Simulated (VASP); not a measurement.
# Na3Cl: single point with PBEsol

The system is Na3Cl.

```xyz
4
Lattice="3.4864 0.0000 0.0000 0.0000 3.4864 0.0000 0.0000 0.0000 9.4870" Properties=species:S:1:pos:R:3 pbc="T T T"
Na    0.0000    0.0000    4.7435
Na    1.7432    1.7432    7.8331
Na    1.7432    1.7432    1.6539
Cl    0.0000    0.0000    0.0000
```

* Program: VASP 6.6.1
* Task: single point
* Functional: PBEsol
* Potentials or basis: VASP PAW PBE potentials, release 64 (Na_pv, Cl)
* Cutoff: 520 eV
* k mesh: 7 × 7 × 3
* Occupations: fermi-dirac, width 0.15 eV
* Spin: no spin polarisation

The pressure is 0.1 GPa. The largest force is 0.075 eV/Å. The band gap on the k mesh is zero (bands 14 and 15 overlap by 2.97 eV).

Forces on the atoms (eV/Å):
```
Na   0.000  0.000  0.000
Na   0.000  0.000 -0.075
Na   0.000  0.000  0.075
Cl   0.000  0.000  0.000
```

Stress tensor (GPa, compression positive):
```
 0.23  0.00  0.00
 0.00  0.23  0.00
 0.00  0.00 -0.05
```

Levels at points of the mesh, in eV from the Fermi level:
| k point | band 10 | band 11 | band 12 | band 13 | band 14 | band 15 | band 16 | band 17 | band 18 | band 19 |
| --- | --- | --- | --- | --- | --- | --- | --- | --- | --- | --- |
| (0.00, 0.00, 0.00) | -17.06 | -5.92 | -4.23 | -4.23 | -2.76 | -0.58 | 0.73 | 3.36 | 5.18 | 5.68 |

It took 74 s on 1 thread of AMD EPYC 7R43 64-Core Processor (Zen 3), with other jobs on the host, peak memory 0.19 GiB.

Caveat: the PAW data sets were made with another functional, which shifts forces and pressure a little.
